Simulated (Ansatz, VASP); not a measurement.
Two plane-wave programs on W

Contents of POSCAR:

```
W
1.0
    0.0000000000     -2.0300000000     -2.0300000000
    0.0000000000      2.0300000000     -2.0300000000
    4.0600000000      0.0000000000      0.0000000000
W
2
Direct
    0.5000000000      0.5000000000      0.5369458128
    0.0000000000      0.0000000000     -0.0369458128
```

INCAR.step1

```
PREC = Accurate ; ENCUT = 550
ISMEAR = 0 ; SIGMA = 0.15
LREAL = False ; LASPH = True
NELM = 120 ; NBANDS = 21
GGA = PE ; ALGO = Normal
EDIFF = 1E-5 ; LWAVE = True
LCHARG = False ; GGA_COMPAT = False
```

INCAR.step2

```
PREC = Accurate ; ENCUT = 550
EDIFF = 1E-6 ; ISMEAR = 0
SIGMA = 0.15 ; LREAL = False
LASPH = True ; NELM = 120
ALGO = Normal ; ISIF = 2
LWAVE = False ; LCHARG = False
METAGGA = R2SCAN ; LMIXTAU = True
NBANDS = 21 ; ISTART = 1
GGA_COMPAT = False
```

File KPOINTS:

```
regular mesh
0
Gamma
  16 16 12
```

Input for Ansatz:

```yaml
crystal:
  lattice:
    - [0.0, -2.03, -2.03]
    - [0.0, 2.03, -2.03]
    - [4.06, 0.0, 0.0]
  atoms:
    - { symbol: W, position: [0.5, 0.5, 0.5369458128] }
    - { symbol: W, position: [0.0, 0.0, -0.0369458128] }
basis:
  ecutwfc: 500
kpoints:
  mp_grid: { grid: [16, 16, 12] }
hamiltonian:
  xc: r2scan
scf:
  occupations: { method: gaussian, width: 0.15 }
output:
  forces: true
  stress: true
  eigenvalues: true
```

Change from the starting cell: mode 6 (205.5 1/cm) frozen in, largest displacement +0.150 Å.

Alike in both runs: task single point; functional r2SCAN; k mesh 16 × 16 × 12; occupations gaussian, width 0.15 eV; no spin polarisation.

|  | VASP | Ansatz |
| --- | --- | --- |
| version | VASP 6.6.1 | Ansatz 0.2.0 |
| potentials or method | VASP PAW PBE potentials, release 64 (W_sv), cutoff 550 eV | scalar-relativistic, plane waves, PAW |
| valence electrons in the cell | 28 | 28 |

|  | VASP | Ansatz | Ansatz less VASP |
| --- | --- | --- | --- |
| gap on the k mesh at the Fermi level (eV) | none | none | - |
| pressure (GPa) | 2.4 | 1.2 | -1.12 |
| traceless stress, the component that is largest in VASP (GPa) | -17.98 | -17.88 | +0.102 |
| rms of the force components (eV/Å) | 1.744 | 1.711 | -0.0329 |

VASP's potentials were made for PBE, not for r2SCAN. Atom by atom the forces differ by 0.033 eV/Å (rms over components). A gap of «none» marks a metal or a gap that the smearing closes. The functional is the same, so the differences come from potentials, cutoffs and numerics.

Neither program's run includes spin-orbit coupling.
